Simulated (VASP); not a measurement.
Fe:

```
CELL_PARAMETERS angstrom
-1.44750 1.44750 1.44750
1.44750 -1.44750 1.44750
1.44750 1.44750 -1.44750
ATOMIC_POSITIONS crystal
Fe 0.00000 0.00000 0.00000
```

Base run:

| Quantity | Value |
| --- | --- |
| Program | VASP 6.6.1 |
| Functional | PBE |
| Potentials or basis | VASP PAW PBE potentials, release 64 (Fe) |
| Cutoff | 600 eV |
| k mesh | 13 × 13 × 13 |
| Occupations | fermi-dirac, width 0.05 eV |
| Spin | collinear spin, ferromagnetic start |
| Starting moments | [2.6] μB |
| Fixed moment | 2.6 μB |

Its results: pressure -3.9 GPa; site moments Fe +2.60 μB.

Question: After a change of settings the same cell gave: pressure 56.8 GPa; site moments Fe +3.93 μB. Which change was it?
A. fixed moment from 2.6 μB to 2.08 μB; moments at the start from [2.6] to [2.08]
B. fixed moment from 2.6 μB to none; moments at the start from [2.6] to [0.4]
C. fixed moment from 2.6 μB to 4.16 μB; moments at the start from [2.6] to [4.16]
D. fixed moment from 2.6 μB to 1.56 μB; moments at the start from [2.6] to [1.56]

Answer: C.

Caveats: the total moment is fixed, so each spin has its own Fermi level.
